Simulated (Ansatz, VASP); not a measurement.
## One calculation of CsBr, two programs

```
Cs Br
1.0
     4.23807    0.00000    0.00000
     0.00000    4.23807    0.00000
     0.00000    0.00000    4.23807
Cs Br
1 1
Direct
  0.00000 0.00000 0.00000
  0.50000 0.50000 0.50000
```

Change from the starting cell: volume scaled by 0.9405.

Alike in both runs: task single point; functional PBE; k mesh 6 × 6 × 6; occupations fermi-dirac, width 0.02 eV; no spin polarisation.

```csv
,VASP,Ansatz
version,VASP 6.6.1,Ansatz 0.2.0
potentials or method,"VASP PAW PBE potentials, release 64 (Cs_sv, Br), cutoff 500 eV","all-electron LAPW, scalar-relativistic"
```

```csv
,VASP,Ansatz,Ansatz less VASP
gap on the k mesh at the Fermi level (eV),4.65,4.66,+0.011
pressure (GPa),1.7,1.7,-0.06
```

Ansatz ran all-electron here, and VASP with PAW potentials.

Spin-orbit coupling is off throughout.
